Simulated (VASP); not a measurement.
# MgGe2 (C2/m) in VASP: further runs

MgGe2 is run at these levels: PBE; tasks: single point.

All numbers are computed with VASP 6.6.1; they aren't measurements. Logs are shortened: lines on timing, memory, paths and dates and some standing lists are left out, and cuts for length are marked.

## (1) The cell of the first run

It takes space group C2/m (No. 12, monoclinic). The conventional cell has a = 10.894 Å, b = 3.650 Å, c = 6.723 Å, α = 90.00°, β = 118.17°, γ = 90.00°. Within 3.5 Å of Ge (site symmetry m) lie 5 Ge at 2.66 to 3.13 Å and 5 Mg at 2.85 to 3.12 Å. Ge (site symmetry m) has 5 Ge at 2.52 to 3.09 Å and 3 Mg at 2.85 to 2.90 Å within 3.3 Å. Within 3.8 Å of Mg (site symmetry m) lie 8 Ge at 2.85 to 3.12 Å and 5 Mg at 3.49 to 3.65 Å.

## (2) Single point, PBE

Contents of INCAR:

```
PREC     = Accurate       # precision mode
ENCUT    = 520            # plane-wave cutoff, eV
EDIFF    = 1E-7           # SCF threshold, eV
ISMEAR   = -1             # smearing method
SIGMA    = 0.05           # smearing width, eV
LREAL    = F              # projectors in reciprocal space
LASPH    = T              # aspherical terms in the spheres
NELM     = 80             # most SCF steps
ALGO     = Normal         # electronic algorithm
ISIF     = 2              # what is computed and relaxed
LWAVE    = F              # write WAVECAR
LCHARG   = F              # write CHGCAR
GGA      = PE             # functional
NBANDS   = 39             # bands
```

Contents of KPOINTS:

```
regular mesh
0
Gamma
  8 8 5
```

Contents of POSCAR:

```
MgGe2
1.0
    5.4468611901     -1.8248450163      0.0000000000
    5.4468611901      1.8248450163      0.0000000000
   -3.1741382503      0.0000000000      5.9265779115
Ge Mg
4 2
Direct
    0.5292340000      0.5292340000      0.2936210000
    0.4707660000      0.4707660000      0.7063790000
    0.8803900000      0.8803900000      0.9854400000
    0.1196100000      0.1196100000      0.0145600000
    0.8152860000      0.8152860000      0.3492530000
    0.1847140000      0.1847140000      0.6507470000
```

Potentials or basis: VASP PAW PBE potentials, release 64 (Ge_d, Mg).

Run with:

```
$ cat potpaw_PBE.64/Ge_d/POTCAR potpaw_PBE.64/Mg/POTCAR > POTCAR
$ mpirun -np 1 vasp_std > vasp.out
```

OUTCAR:

```text
PREC = Accurate
   ENCUT = 520
   EDIFF = 1E-7
   ISMEAR = -1
   LREAL = F
   LASPH = T
   NELM = 80
   ISIF = 2
   GGA = PE

 ion  position               nearest neighbor table
   1  0.529  0.529  0.294-   3 2.66   3 2.66   6 2.85   6 2.85   5 2.96   5 3.12   5 3.12
   2  0.471  0.471  0.706-   4 2.66   4 2.66   5 2.85   5 2.85   6 2.96   6 3.12   6 3.12
   3  0.880  0.880  0.985-   4 2.52   1 2.66   1 2.66   5 2.85   6 2.90   6 2.90
   4  0.120  0.120  0.015-   3 2.52   2 2.66   2 2.66   6 2.85   5 2.90   5 2.90
   5  0.815  0.815  0.349-   2 2.85   2 2.85   3 2.85   4 2.90   4 2.90   1 2.96   1 3.12   1 3.12
                             6 3.49   6 3.49   6 3.55
   6  0.185  0.185  0.651-   1 2.85   1 2.85   4 2.85   3 2.90   3 2.90   2 2.96   2 3.12   2 3.12
                             5 3.49   5 3.49   5 3.55

  LATTYP: Found a base centered monoclinic cell.
 ALAT       =    10.8937223802
 B/A-ratio  =     0.3350268995
 C/A-ratio  =     0.6171495446
 COS(beta)  =    -0.4721273096

  Lattice vectors:

 A1 = (   5.4468611901,  -1.8248450163,   0.0000000000)
 A2 = (   5.4468611901,   1.8248450163,   0.0000000000)
 A3 = (  -3.1741382503,   0.0000000000,   5.9265779115)

Analysis of symmetry for initial positions (statically):
=====================================================================
 Subroutine PRICEL returns:
 Original cell was already a primitive cell.

 Routine SETGRP: Setting up the symmetry group for a
 base centered monoclinic supercell.

 Subroutine GETGRP returns: Found  4 space group operations
 (whereof  4 operations were pure point group operations)
 out of a pool of  4 trial point group operations.

The static configuration has the point symmetry C_2h.

Analysis of symmetry for dynamics (positions and initial velocities):
=====================================================================
 Subroutine PRICEL returns:
 Original cell was already a primitive cell.

 Routine SETGRP: Setting up the symmetry group for a
 base centered monoclinic supercell.

 Subroutine GETGRP returns: Found  4 space group operations
 (whereof  4 operations were pure point group operations)
 out of a pool of  4 trial point group operations.

The dynamic configuration has the point symmetry C_2h.

 Subroutine INISYM returns: Found  4 space group operations
 (whereof  4 operations are pure point group operations),
 and found     1 'primitive' translations

----------------------------------------------------------------------------------------

                                     Primitive cell

  volume of cell :     117.8165

  direct lattice vectors                    reciprocal lattice vectors
     5.446861190 -1.824845016  0.000000000     0.091795987 -0.273995871  0.049163811
     5.446861190  1.824845016  0.000000000     0.091795987  0.273995871  0.049163811
    -3.174138250  0.000000000  5.926577911     0.000000000  0.000000000  0.168731436

  length of vectors
     5.744419567  5.744419567  6.723055806     0.293116565  0.293116565  0.168731436

  position of ions in fractional coordinates (direct lattice)
     0.529234000  0.529234000  0.293621000
     0.470766000  0.470766000  0.706379000
     0.880390000  0.880390000  0.985440000
     0.119610000  0.119610000  0.014560000
     0.815286000  0.815286000  0.349253000
     0.184714000  0.184714000  0.650747000

  ion indices of the primitive-cell ions
   primitive index   ion index
                 1           1
                 2           2
                 3           3
                 4           4
                 5           5
                 6           6

----------------------------------------------------------------------------------------

 KPOINTS: regular mesh

Automatic generation of k-mesh.
 Grid dimensions read from file:
 generate k-points for:    8    8    5

 Generating k-lattice:

  Cartesian coordinates                     Fractional coordinates (reciprocal lattice)
     0.011474498 -0.034249484  0.006145476     0.125000000  0.000000000  0.000000000
     0.011474498  0.034249484  0.006145476     0.000000000  0.125000000  0.000000000
     0.000000000  0.000000000  0.033746287     0.000000000  0.000000000  0.200000000

  Length of vectors
     0.036639571  0.036639571  0.033746287

  Shift w.r.t. Gamma in fractional coordinates (k-lattice)
     0.000000000  0.000000000  0.000000000

 Subroutine IBZKPT returns following result:
 ===========================================

 Found     93 irreducible k-points:

 Following reciprocal coordinates:
            Coordinates               Weight
  0.000000  0.000000  0.000000      1.000000
  0.125000  0.000000  0.000000      4.000000
  0.250000  0.000000  0.000000      4.000000
  0.375000  0.000000  0.000000      4.000000
  0.500000  0.000000  0.000000      2.000000
  0.125000  0.125000  0.000000      2.000000
[... 16 lines left out ...]
  0.125000  0.000000  0.200000      4.000000
  0.250000  0.000000  0.200000      4.000000
 [... further k-points ...]
   k-points           NKPTS =     93   k-points in BZ     NKDIM =     93   number of bands    NBANDS=     39
   number of dos      NEDOS =    301   number of ions     NIONS =      6
   total plane-waves  NPLWV = 115200
   dimension x,y,z NGX =    48 NGY =   48 NGZ =   50
   dimension x,y,z NGXF=    96 NGYF=   96 NGZF=  100
   ions per type =               4   2
   NGX,Y,Z   is equivalent  to a cutoff of  13.89, 13.89, 12.36 a.u.
   NGXF,Y,Z  is equivalent  to a cutoff of  27.78, 27.78, 24.73 a.u.
 SYSTEM =  unknown system
   PREC   = accura    normal or accurate (medium, high low for compatibility)
   ISTART =      0    job   : 0-new  1-cont  2-samecut
   ICHARG =      2    charge: 1-file 2-atom 10-const
   ISPIN  =      1    spin polarized calculation?
   LNONCOLLINEAR =      F non collinear calculations
   LSORBIT =      F    spin-orbit coupling
   LASPH  =      T    aspherical Exc in radial PAW
   ENCUT  =  520.0 eV  38.22 Ry    6.18 a.u.  10.68 10.68 12.50*2*pi/ulx,y,z
   NELM   =     80;   NELMIN=  2; NELMDL= -5     # of ELM steps
   EDIFF  = 0.1E-06   stopping-criterion for ELM
   LREAL  =      F    real-space projection
   EDIFFG = 0.1E-05   stopping-criterion for IOM
   NSW    =      0    number of steps for IOM
   IBRION =     -1    ionic relax: 0-MD 1-quasi-New 2-CG
   NFREE  =      0    steps in history (QN), initial steepest desc. (CG)
   ISIF   =      2    stress and relaxation
   ISYM   =      2    0-nonsym 1-usesym 2-fastsym
   POTIM  = 0.5000    time-step for ionic-motion
   TEBEG  =    0.0;   TEEND  =   0.0 temperature during run
   PSTRESS=    0.0 pullay stress
   NELECT =      60.0000    total number of electrons
   NUPDOWN=      -1.0000    fix difference up-down
   EMIN   =  10.00;   EMAX   =-10.00  energy-range for DOS
   EFERMI =   0.00;   METHOD = LEGACY
   ISMEAR =    -1;   SIGMA  =   0.05  broadening in eV -4-tet -1-fermi 0-gaus
   EFERMI_NEDOS =   21; number of points for ismear=-14 and -15
   IALGO  =     38    algorithm
   IMIX   =      4    mixing-type and parameters
     AMIX     =   0.40;   BMIX     =  1.00
     AMIX_MAG =   1.60;   BMIX_MAG =  1.00
  volume/ion in A,a.u.               =      19.64       132.51
  Fermi-wavevector in a.u.,A,eV,Ry     =   1.307344  2.470522 23.254368  1.709148
  Thomas-Fermi vector in A             =   2.438085
   LORBIT       =      0    0 simple, 1 ext, 2 COOP (PROOUT), +10 PAW based schemes
   GGA     = PE    functional components
   LHFCALC =     F    Hartree Fock is set to
   AEXX    =    0.0000 exact exchange contribution
   IVDW    =     0    specifies the selected vdW correction
   LEPSILON=     F    determine dielectric tensor
   LRPA    =     F    only Hartree local field effects (RPA)
 non-spin polarized calculation
  energy-cutoff  :      520.00
  volume of cell :      117.82
 maximum number of plane-waves:      3196
 NGX is ok and might be reduce to    48
   NGX = 21   NGY = 21   NGZ = 25

 number of electron      60.0000019 magnetization

 Free energy of the ion-electron system (eV)
  ---------------------------------------------------
  ext. energy  EPLUGINS =         0.00000000
  ---------------------------------------------------
  free energy    TOTEN  =       -20.78079702 eV

  energy without entropy =      -20.75989148  energy(sigma->0) =      -20.77034425

 E-fermi :   5.3238     XC(G=0): -10.3111

 val. band max:        5.3158352964   @ k =   0.5000   0.2500   0.2000
 cond. band min:       5.3446482253   @ k =  -0.2500   0.5000   0.2000
 fundamental gap:      0.0288129289
 Fermi energy:         5.3237836799

 k-point     1 :       0.0000    0.0000    0.0000
  band No.  band energies     occupation
      1     -19.2367      2.00000
      2     -19.2354      2.00000
      3     -19.2323      2.00000
      4     -19.2046      2.00000
      5     -19.1964      2.00000
      6     -19.1911      2.00000
[... 31 lines left out ...]
     38      10.8752      0.00000
     39      11.4377      0.00000

 k-point     2 :       0.1250    0.0000    0.0000
  band No.  band energies     occupation
      1     -19.2349      2.00000
      2     -19.2334      2.00000
      3     -19.2305      2.00000
      4     -19.2042      2.00000
      5     -19.1955      2.00000
      6     -19.1890      2.00000
[... 31 lines left out ...]
     38      11.4729      0.00000
     39      11.7947      0.00000

 k-point     3 :       0.2500    0.0000    0.0000
  band No.  band energies     occupation
      1     -19.2320      2.00000
      2     -19.2278      2.00000
      3     -19.2242      2.00000
      4     -19.2061      2.00000
      5     -19.1942      2.00000
      6     -19.1793      2.00000
[... 832 lines left out ...]
 k-point    23 :       0.1250    0.0000    0.2000
  band No.  band energies     occupation
      1     -19.2355      2.00000
      2     -19.2336      2.00000
      3     -19.2293      2.00000
      4     -19.2035      2.00000
      5     -19.1939      2.00000
      6     -19.1881      2.00000
[... 31 lines left out ...]
     38      11.0834      0.00000
     39      11.9241      0.00000

 k-point    24 :       0.2500    0.0000    0.2000
  band No.  band energies     occupation
      1     -19.2319      2.00000
      2     -19.2299      2.00000
      3     -19.2226      2.00000
      4     -19.2045      2.00000
      5     -19.1933      2.00000
      6     -19.1786      2.00000
[... 31 lines left out ...]
     38      10.9817      0.00000
     39      11.9755      0.00000

 [... further k-points ...]

------------------------ aborting loop because EDIFF is reached ----------------------------------------

  FORCE on cell =-STRESS in cart. coord.  units (eV):
  Direction    XX          YY          ZZ          XY          YZ          ZX
  --------------------------------------------------------------------------------------
  -------------------------------------------------------------------------------------
  Total        1.3437266      1.8299020      1.0538805      0.0000000      0.0000000     -0.0082305
  in kB       18.2732259     24.8846832     14.3316324      0.0000000      0.0000000     -0.1119262
  external PRESSURE =      19.1631805 kB  Pullay stress =       0.0000000 kB

 VOLUME and BASIS-vectors are now :
 -----------------------------------------------------------------------------
  energy-cutoff  :      520.00
  volume of cell :      117.82
      direct lattice vectors                 reciprocal lattice vectors
     5.446861190 -1.824845016  0.000000000     0.091795987 -0.273995871  0.049163811
     5.446861190  1.824845016  0.000000000     0.091795987  0.273995871  0.049163811
    -3.174138250  0.000000000  5.926577911     0.000000000  0.000000000  0.168731436

 POSITION                                       TOTAL-FORCE (eV/Angst)
 -----------------------------------------------------------------------------------
      4.83333      0.00000      1.74017        -0.124830      0.000000      0.138574
      2.88625      0.00000      4.18641         0.124830      0.000000     -0.138574
      6.46280      0.00000      5.84029        -0.183108      0.000000     -0.069806
      1.25678      0.00000      0.08629         0.183108      0.000000      0.069806
      7.77292      0.00000      2.06988        -0.031718      0.000000      0.018752
     -0.05334      0.00000      3.85670         0.031718      0.000000     -0.018752
 -----------------------------------------------------------------------------------
    total drift:                               -0.000000     -0.000000      0.000000

  FREE ENERGIE OF THE ION-ELECTRON SYSTEM (eV)
  ---------------------------------------------------
  free  energy   TOTEN  =       -20.7807970216 eV

  energy  without entropy=      -20.7598914772  energy(sigma->0) =      -20.77034425
```

Run time: 13 min. Hardware: 1 thread of Intel Xeon 8259CL, shared host; peak memory 0.54 GiB.

What came out:

```yaml
Free_energy: -20.7808 eV
Pressure: 1.9 GPa
Largest_force: 0.196 eV/Å
Band_gap_on_the_k_mesh: zero (bands 30 and 31 overlap by 1.92 eV)
```

Forces on the atoms (eV/Å):
```
Ge  -0.125  0.000  0.139
Ge   0.125  0.000 -0.139
Ge  -0.183  0.000 -0.070
Ge   0.183  0.000  0.070
Mg  -0.032  0.000  0.019
Mg   0.032  0.000 -0.019
```

Stress tensor (GPa, compression positive):
```
 1.83  0.00 -0.01
 0.00  2.49  0.00
-0.01  0.00  1.43
```

## (3) Single point, PBE

This run uses another cell than the first one, of 20.05 Å³/atom.

Contents of INCAR:

```
SYSTEM = MgGe2
PREC = Accurate ; ENCUT = 520
EDIFF = 1E-6 ; ISMEAR = -1
SIGMA = 0.05 ; LREAL = .FALSE.
LASPH = .TRUE. ; NELM = 100
ALGO = Normal ; ISIF = 2
LWAVE = .FALSE. ; LCHARG = .FALSE.
GGA = PE ; NBANDS = 39
```

Contents of KPOINTS:

```
Automatic mesh
0
G
  8 8 5
  0 0 0
```

POSCAR, as its differences from that of step 2:

```diff
@@ -2,5 +2,5 @@
 1.0
-    5.4468611901     -1.8248450163      0.0000000000
-    5.4468611901      1.8248450163      0.0000000000
-   -3.1741382503      0.0000000000      5.9265779115
+    5.4844269371     -1.8374305521      0.0000000000
+    5.4844269371      1.8374305521      0.0000000000
+   -3.1960295507      0.0000000000      5.9674521542
 Ge Mg
```

Potentials or basis: VASP PAW PBE potentials, release 64 (Ge_d, Mg).

Run with:

```
$ cat potpaw_PBE.64/Ge_d/POTCAR potpaw_PBE.64/Mg/POTCAR > POTCAR
$ mpirun -np 1 vasp_std > vasp.out
```

Run time: 10 min. Hardware: 1 thread of Intel Xeon 8259CL, shared host; peak memory 0.56 GiB.

Results (log left out):

* Free energy: -20.8011 eV
* Pressure: 0.7 GPa
* Largest force: 0.149 eV/Å
* Band gap on the k mesh: zero (bands 30 and 31 overlap by 1.88 eV)

Forces on the atoms (eV/Å):
```
Ge  -0.120  0.000  0.088
Ge   0.120  0.000 -0.088
Ge  -0.100  0.000 -0.026
Ge   0.100  0.000  0.026
Mg  -0.026  0.000  0.010
Mg   0.026  0.000 -0.010
```

Stress tensor (GPa, compression positive):
```
 0.58  0.00 -0.01
 0.00  1.30  0.00
-0.01  0.00  0.21
```

Levels at points of the mesh, in eV from the Fermi level:
```tsv
k point	band 27	band 28	band 29	band 30	band 31	band 32	band 33	band 34
(0.00, 0.00, 0.00)	-3.09	-0.70	0.23	1.13	1.20	2.45	2.62	2.74
(0.50, 0.00, 0.00)	-3.79	-3.11	-1.32	-1.25	-0.55	0.53	1.77	2.58
(0.50, 0.50, 0.00)	-1.24	-1.07	0.43	0.51	1.19	1.78	2.84	3.20
```
